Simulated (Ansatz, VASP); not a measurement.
Os in VASP and in Ansatz

INCAR

```
SYSTEM = Os
PREC = Accurate
ENCUT = 520
EDIFF = 1E-7
ISMEAR = 0
SIGMA = 0.3
LREAL = .False.
LASPH = .True.
NELM = 80
ALGO = Normal
ISIF = 2
LWAVE = .False.
LCHARG = .False.
GGA = CA
NBANDS = 15
```

The input KPOINTS:

```
Automatic mesh
0
Gamma
  13 13 8
  0 0 0
```

File POSCAR:

```
Os
1.0
    2.7175247593      0.0000000000      0.0000000000
   -1.3587623796      2.3534454770      0.0000000000
    0.0000000000      0.0000000000      4.2844606214
Os
2
Direct
    0.3333333333      0.6666666667      0.2500000000
    0.6666666667      0.3333333333      0.7500000000
```

Input for Ansatz:

```yaml
crystal:
  lattice:
    - [2.7175247593, 0.0, 0.0]
    - [-1.3587623796, 2.353445477, 0.0]
    - [0.0, 0.0, 4.2844606214]
  atoms:
    - { symbol: Os, position: [0.3333333333, 0.6666666667, 0.25] }
    - { symbol: Os, position: [0.6666666667, 0.3333333333, 0.75] }
hamiltonian:
  xc: lda
  pseudopotentials:
    kind: paw
    azcp:
      Os: "pseudopotentials/Os.paw.azcp"
basis:
  ecutwfc: 420
  fft_grid_basis: typed
kpoints:
  mp_grid: { grid: [13, 13, 8], shift: [0, 0, 0] }
magnetization:
  spin_polarized: false
scf:
  occupations: { method: gaussian, width: 0.3 }
  lower_state_search: "off"
output:
  stress: true
```

Alike in both runs: task single point; functional LDA; k mesh 13 × 13 × 8; occupations gaussian, width 0.3 eV; no spin polarisation.

```csv
,VASP,Ansatz
version,VASP 6.6.1,Ansatz 0.2.0
potentials or method,"VASP PAW LDA potentials, release 64 (Os), cutoff 520 eV","plane waves (420 eV) with PAW, scalar-relativistic"
valence electrons in the cell,16,32
```

```tsv
	VASP	Ansatz	Ansatz less VASP
pressure (GPa)	1.1	0.1	-0.99
traceless stress, the component that is largest in VASP (GPa)	-0.39	-0.30	+0.089
```

Ansatz warns that its potentials were made for another functional, while VASP's fit it. LDA's correlation is that of Perdew and Zunger in VASP and of Perdew and Wang (1992) in Ansatz. VASP's potentials hold 16 valence electrons a cell and Ansatz's 32, so a difference there can come from the potentials and not from the codes.

Neither program's run includes spin-orbit coupling.
